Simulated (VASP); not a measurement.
Input of a VASP 6.6.1 run:

File INCAR:

```
SYSTEM = ZnB
PREC     = Accurate       ! precision mode
ENCUT    = 520            ! plane-wave cutoff, eV
EDIFF    = 1E-6           ! SCF threshold, eV
ISMEAR   = 0              ! smearing method
SIGMA    = 0.1            ! smearing width, eV
LREAL    = .False.        ! projectors in reciprocal space
LASPH    = .True.         ! aspherical terms in the spheres
NELM     = 100            ! most SCF steps
ALGO     = Normal         ! electronic algorithm
ISIF     = 2              ! what is computed and relaxed
LWAVE    = .False.        ! write WAVECAR
LCHARG   = .False.        ! write CHGCAR
GGA      = PE             ! functional
NBANDS   = 14             ! bands
```

Contents of KPOINTS:

```
Automatic mesh
0
Gamma
  6 6 6
  0 0 0
```

Contents of POSCAR:

```
ZnB
1.0
    2.5165063265      0.0000000000      0.0000000000
    0.0000000000      2.5165063265      0.0000000000
    0.0000000000      0.0000000000      3.3459004803
Zn B
1 1
Direct
    0.5000000000      0.5000000000      0.5000000000
    0.0000000000      0.0000000000      0.0000000000
```

Potentials or basis: VASP PAW PBE potentials, release 64 (Zn, B).

Run with:

```sh
$ cat potpaw_PBE.64/Zn/POTCAR potpaw_PBE.64/B/POTCAR > POTCAR
$ mpirun -np 1 vasp_std > vasp.out
```

(1) What does it give for the pressure?

Answers

(1) 0.4 GPa.

Caveat: the k points lie up to 0.42 Å⁻¹ apart.
